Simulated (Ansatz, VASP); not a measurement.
# Y2Si3O in VASP and in Ansatz

The input INCAR:

```
SYSTEM = Y2Si3O
ALGO = Normal
EDIFF = 1E-6
ENCUT = 600
GGA = PE
GGA_COMPAT = .False.
ISIF = 2
ISMEAR = 0
LASPH = .True.
LCHARG = .False.
LREAL = .False.
LWAVE = .False.
NBANDS = 52
NELM = 120
PREC = Accurate
SIGMA = 0.2
```

Contents of KPOINTS:

```
k-points
0
Gamma
  6 4 4
  0 0 0
```

POSCAR

```
Y2Si3O
1.0
    3.9629432200      0.0000000000      0.0000000000
    0.0000000000      6.8640190045      0.0000000000
    0.0000000000      0.0000000000      7.8573517817
Y Si O
4 6 2
Direct
    0.0000000000      0.3333333333      0.2471183081
    0.5000000000      0.8333333333      0.2471183081
    0.0000000000      0.3333333333      0.7528816919
    0.5000000000      0.8333333333      0.7528816919
    0.5000000000      0.1666666667      0.5000000000
    1.0000000000      0.6666666667      0.5000000000
    0.5000000000      0.5000000000      0.0000000000
    0.0000000000      0.0000000000      0.0000000000
    0.5000000000      0.5000000000      0.5000000000
    0.0000000000      0.0000000000      0.5000000000
    0.5000000000      0.1666666667      0.0000000000
    1.0000000000      0.6666666667      0.0000000000
```

Input for Ansatz:

```yaml
crystal:
  lattice:
    - [3.96294322, 0.0, 0.0]
    - [0.0, 6.8640190045, 0.0]
    - [0.0, 0.0, 7.8573517817]
  atoms:
    - { symbol: "Y", position: [0.0, 0.3333333333, 0.2471183081] }
    - { symbol: "Y", position: [0.5, 0.8333333333, 0.2471183081] }
    - { symbol: "Y", position: [0.0, 0.3333333333, 0.7528816919] }
    - { symbol: "Y", position: [0.5, 0.8333333333, 0.7528816919] }
    - { symbol: Si, position: [0.5, 0.1666666667, 0.5] }
    - { symbol: Si, position: [1.0, 0.6666666667, 0.5] }
    - { symbol: Si, position: [0.5, 0.5, 0.0] }
    - { symbol: Si, position: [0.0, 0.0, 0.0] }
    - { symbol: Si, position: [0.5, 0.5, 0.5] }
    - { symbol: Si, position: [0.0, 0.0, 0.5] }
    - { symbol: O, position: [0.5, 0.1666666667, 0.0] }
    - { symbol: O, position: [1.0, 0.6666666667, 0.0] }
basis:
  ecutwfc: 420
kpoints:
  mp_grid: { grid: [6, 4, 4] }
hamiltonian:
  xc: pbe
scf:
  occupations: { method: gaussian, width: 0.2 }
  lower_state_search: "off"
output:
  forces: true
  stress: true
  eigenvalues: true
```

Alike in both runs: task single point; functional PBE; k mesh 6 × 4 × 4; occupations gaussian, width 0.2 eV; no spin polarisation.

```csv
,VASP,Ansatz
version,VASP 6.6.1,Ansatz 0.2.0
potentials or method,"VASP PAW PBE potentials, release 64 (Y_sv, Si, O), cutoff 600 eV","scalar-relativistic, plane waves, PAW"
valence electrons in the cell,80,80
```

|  | VASP | Ansatz | Ansatz less VASP |
| --- | --- | --- | --- |
| gap on the k mesh at the Fermi level (eV) | none | none | - |
| pressure (GPa) | 0.0 | 0.1 | +0.11 |
| traceless stress, the component that is largest in VASP (GPa) | 0.35 | 0.35 | +0.005 |
| rms of the force components (eV/Å) | 0.027 | 0.028 | +0.0001 |

Atom by atom the forces differ by 0.000 eV/Å (rms over components). A gap of «none» marks a metal or a gap that the smearing closes.
